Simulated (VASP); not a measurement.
Write the native input for VASP 6.6.1 that does the following.

```yaml
Task: single point
Functional: LDA
Potentials_or_basis: VASP PAW LDA potentials, release 64 (F, Li_sv)
Cutoff: 520 eV
k_mesh: 11 × 11 × 11
Occupations: fermi-dirac, width 0.05 eV
Spin: no spin polarisation
Dipole_correction: no
Further_INCAR_settings: ALGO = Normal; EDIFF = 1e-07; NBANDS = 12
```

The structure of LiF (Griceite) lies in POSCAR:

```
LiF
1.0
    0.0000000000      1.9867804471      1.9867804471
    1.9867804471      0.0000000000      1.9867804471
    1.9867804471      1.9867804471      0.0000000000
F Li
1 1
Direct
    0.5000000000      0.5000000000      0.5000000000
    0.0000000000      0.0000000000      0.0000000000
```

This cell differs from its parent crystal: volume scaled by 0.96.

These files were run (other wordings do the same):

INCAR

```
SYSTEM = LiF
PREC = Accurate
ENCUT = 520
EDIFF = 1E-7
ISMEAR = -1
SIGMA = 0.05
LREAL = .FALSE.
LASPH = .TRUE.
NELM = 100
ALGO = Normal
ISIF = 2
LWAVE = .FALSE.
LCHARG = .FALSE.
GGA = CA
NBANDS = 12
```

KPOINTS

```
regular mesh
0
G
  11 11 11
  0 0 0
```

Potentials or basis: VASP PAW LDA potentials, release 64 (F, Li_sv).

Command:

```sh
$ cat potpaw_LDA.64/F/POTCAR potpaw_LDA.64/Li_sv/POTCAR > POTCAR
$ mpirun -np 1 vasp_std > vasp.out
```

It gave:

```yaml
Band_gap_on_the_k_mesh: 9.21 eV, direct
```

Run time: 4.8 s on 1 thread of Intel(R) Xeon(R) Platinum 8488C (Sapphire Rapids) (shared host), peak memory 0.12 GiB.
